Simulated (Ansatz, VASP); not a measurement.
Two plane-wave programs on CdS

```
CELL_PARAMETERS angstrom
0.00000 2.89513 2.89513
2.89513 0.00000 2.89513
2.89513 2.89513 0.00000
ATOMIC_POSITIONS crystal
Cd 0.00000 0.00000 0.00000
S 0.25000 0.25000 0.25000
```

Change from the starting cell: hydrostatic strain -1.5%.

Alike in both runs: task single point; functional PBE; k mesh 8 × 8 × 8; occupations fermi-dirac, width 0.02 eV; no spin polarisation.

|  | VASP | Ansatz |
| --- | --- | --- |
| version | VASP 6.6.1 | Ansatz 0.2.0 |
| potentials or method | VASP PAW PBE potentials, release 64 (Cd_sv_GW, S) | plane waves, PAW |
| plane-wave cutoff (eV) | 630 | 420 |
| valence electrons in the cell | 26 | 26 |

|  | VASP | Ansatz | Ansatz less VASP |
| --- | --- | --- | --- |
| gap on the k mesh at the Fermi level (eV) | 1.19 | 1.19 | +0.001 |
| pressure (GPa) | 4.2 | 4.4 | +0.14 |
